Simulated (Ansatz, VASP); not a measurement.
## MgCdSn2O6 in VASP and in Ansatz

```
Mg Cd Sn O
1.0
     0.00000    3.96083    3.96083
     3.96083    0.00000    3.96083
     3.96083    3.96083    0.00000
Mg Cd Sn O
1 1 2 6
Direct
  0.50000 0.50000 0.50000
  0.00000 0.00000 0.00000
  0.75000 0.75000 0.75000
  0.25000 0.25000 0.25000
  0.50000 0.00000 0.00000
  0.00000 0.50000 0.00000
  0.00000 0.00000 0.50000
  0.00000 0.50000 0.50000
  0.50000 0.00000 0.50000
  0.50000 0.50000 0.00000
```

Alike in both runs: task single point; functional PBE; k mesh 4 × 4 × 4; occupations gaussian, width 0.1 eV; no spin polarisation.

|  | VASP | Ansatz |
| --- | --- | --- |
| version | VASP 6.6.1 | Ansatz 0.2.0 |
| potentials or method | VASP PAW PBE potentials, release 64 (Mg_sv, Cd_sv_GW, Sn_d, O), cutoff 750 eV | scalar-relativistic, plane waves, PAW |
| valence electrons in the cell | 94 | 94 |

```tsv
	VASP	Ansatz	Ansatz less VASP
gap on the k mesh at the Fermi level (eV)	0.12	0.13	+0.005
least direct gap on the mesh (eV)	0.14	0.14	+0.004
pressure (GPa)	10.6	10.4	-0.14
```
